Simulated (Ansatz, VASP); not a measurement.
**KZnF3 in VASP and in Ansatz**

Contents of INCAR:

```
PREC     = Accurate       # precision mode
ENCUT    = 600            # plane-wave cutoff, eV
EDIFF    = 1E-6           # SCF threshold, eV
ISMEAR   = 0              # smearing method
SIGMA    = 0.02           # smearing width, eV
LREAL    = False          # projectors in reciprocal space
LASPH    = True           # aspherical terms in the spheres
NELM     = 80             # most SCF steps
ALGO     = Normal         # electronic algorithm
ISIF     = 3              # what is computed and relaxed
LWAVE    = False          # write WAVECAR
LCHARG   = False          # write CHGCAR
IBRION   = 2              # ionic algorithm
NSW      = 100            # ionic steps
EDIFFG   = -0.005         # ionic threshold
```

Contents of KPOINTS:

```
regular mesh
0
Gamma
  6 6 6
```

Contents of POSCAR:

```
KZnF3
1.0
    4.0500000000      0.0000000000      0.0000000000
    0.0000000000      4.0500000000      0.0000000000
    0.0000000000      0.0000000000      4.0500000000
K Zn F
1 1 3
Direct
    0.0000000000      0.0000000000      0.0000000000
    0.5000000000      0.5000000000      0.5000000000
    0.5000000000      0.5000000000      0.0000000000
    0.0000000000      0.5000000000      0.5000000000
    0.5000000000      0.0000000000      0.5000000000
```

Input for Ansatz:

```yaml
crystal:
  lattice:
    - [4.05, 0.0, 0.0]
    - [0.0, 4.05, 0.0]
    - [0.0, 0.0, 4.05]
  atoms:
    - { symbol: K, position: [0.0, 0.0, 0.0] }
    - { symbol: Zn, position: [0.5, 0.5, 0.5] }
    - { symbol: F, position: [0.5, 0.5, 0.0] }
    - { symbol: F, position: [0.0, 0.5, 0.5] }
    - { symbol: F, position: [0.5, 0.0, 0.5] }
basis:
  ecutwfc: 420
kpoints:
  mp_grid: { grid: [6, 6, 6] }
hamiltonian:
  xc: lda
scf:
  occupations: { method: gaussian, width: 0.02 }
output:
  forces: true
  stress: true
  eigenvalues: true
  write_density: true
  write_potential: true
  elf: true
  volumetric_format: npy
relax:
  adjacent_minimum: "off"
  f_tol: 0.005
  max_steps: 80
  cell: { stress_tol: 0.05 }
```

Alike in both runs: task relaxation of cell and atoms; functional LDA; k mesh 6 × 6 × 6; occupations gaussian, width 0.02 eV; no spin polarisation.

```csv
,VASP,Ansatz
version,VASP 6.6.1,Ansatz 0.2.0
potentials or method,"VASP PAW LDA potentials, release 64 (K_sv, Zn, F), cutoff 600 eV","scalar-relativistic, plane waves, PAW"
valence electrons in the cell,42,42
```

```csv
,VASP,Ansatz,Ansatz less VASP
"gap on the k mesh at the Fermi level, each at its own relaxed structure (eV)",3.74,3.79,+0.053
relaxed volume (Å³/atom),12.59,12.55,-0.045
relaxed cell length with the largest relative difference (Å),3.978,3.973,-0.0047
```

LDA's correlation is that of Perdew and Zunger in VASP and of Perdew and Wang (1992) in Ansatz.
